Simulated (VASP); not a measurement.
Write the native input for VASP 6.6.1 that does the following.

| Quantity | Value |
| --- | --- |
| Task | relaxation of cell and atoms |
| Functional | PBE |
| Potentials or basis | VASP PAW PBE potentials, release 64 (Ga_d, P, As) |
| Cutoff | 600 eV |
| k mesh | 6 × 6 × 2 |
| Occupations | gaussian, width 0.1 eV |
| Spin | no spin polarisation |
| Dipole correction | no |
| Further INCAR settings | ALGO = Normal; EDIFF = 1e-06; IBRION = 2; EDIFFG = -0.04; NSW = 90; ISIF = 3 |

The structure of Ga3AsP2 lies in POSCAR:

```
Ga3AsP2
1.0
    3.8343305000      0.0000000000      0.0000000000
   -1.9171652500      3.3206276200      0.0000000000
    0.0000000000      0.0000000000      9.3921532300
Ga P As
3 2 1
Direct
    0.0000000000      0.0000000000      0.0000000000
    0.3333333300      0.6666666700      0.6666666700
    0.6666666700      0.3333333300      0.3333333300
    0.6666666700      0.3333333300      0.5833333300
    0.0000000000      0.0000000000      0.2500000000
    0.3333333300      0.6666666700      0.9166666700
```

One way to write it, as run:

INCAR

```
PREC = Accurate
ENCUT = 600
EDIFF = 1E-6
ISMEAR = 0
SIGMA = 0.1
LREAL = F
LASPH = T
NELM = 60
ALGO = Normal
ISIF = 3
LWAVE = F
LCHARG = F
GGA = PE
IBRION = 2
NSW = 90
EDIFFG = -0.04
```

KPOINTS

```
Automatic mesh
0
Gamma
  6 6 2
```

Potentials or basis: VASP PAW PBE potentials, release 64 (Ga_d, P, As).

Command:

```console
$ cat potpaw_PBE.64/Ga_d/POTCAR potpaw_PBE.64/P/POTCAR potpaw_PBE.64/As/POTCAR > POTCAR
$ mpirun -np 1 vasp_std > vasp.out
```

Results of the run:

| Quantity | Value |
| --- | --- |
| Relaxed volume | 21.80 Å³/atom |
| Relaxed cell | a = 3.951 Å, b = 3.951 Å, c = 9.673 Å, α = 90.00°, β = 90.00°, γ = 120.00° |
| Space group after relaxing (to 0.05 Å) | P3m1 (No. 156) |
| Energy gained by relaxing | 50.6 meV/atom |
| Ionic steps | 6 |
| Pressure after relaxing | 0.0 GPa |
| Largest force after relaxing | 0.028 eV/Å |
| Band gap on the k mesh | 0.93 eV, direct |

It took 4.4 min on 1 thread of Intel Xeon 6975P-C, on a shared host, peak memory 0.32 GiB.
